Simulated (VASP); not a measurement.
A run of VASP 6.6.1 is set up as follows.

The input INCAR:

```
SYSTEM = Pt
  PREC = Accurate
  ENCUT = 520
  EDIFF = 1E-6
  ISMEAR = -1
  SIGMA = 0.08
  LREAL = .False.
  LASPH = .True.
  NELM = 60
  ALGO = Normal
  ISIF = 2
  LWAVE = .False.
  LCHARG = .True.
  LDIPOL = .True.
  IDIPOL = 3
  DIPOL = 0.5 0.5 0.500
  GGA = PS
  LELF = .True.
  LVHAR = .True.
  LVACPOTAV = .True.
  NBANDS = 33
```

The input KPOINTS:

```
regular mesh
0
Gamma
  17 17 1
  0 0 0
```

File POSCAR:

```
Pt
1.0
    2.7712080012      0.0000000000      0.0000000000
   -1.3856040006      2.3999365282      0.0000000000
    0.0000000000      0.0000000000     18.0357000000
Pt
5
Direct
    0.8333333333      0.1666666667      0.2495040727
    0.1666666667      0.8333333333      0.3757024800
    0.5000000000      0.5000000000      0.5000000458
    0.8333333333      0.1666666667      0.6242975690
    0.1666666667      0.8333333333      0.7504959273
```

Potentials or basis: VASP PAW PBE potentials, release 64 (Pt).

Command:

```console
$ cat potpaw_PBE.64/Pt/POTCAR > POTCAR
$ mpirun -np 1 vasp_std > vasp.out
```

Q: Predict the largest force.

A: 0.019 eV/Å.

Q: Estimate the band gap on the k mesh.

A: Zero (bands 25 and 26 overlap by 1.53 eV).

Forces in eV/Å, atoms in the order of the input:
```
Pt   0.000  0.000  0.019
Pt   0.000  0.000  0.003
Pt   0.000  0.000  0.000
Pt   0.000  0.000 -0.003
Pt   0.000  0.000 -0.019
```

Caveat: the PAW data sets were made with another functional, which shifts forces and pressure a little; spin-orbit coupling is left out, which moves the levels of the heavy elements.
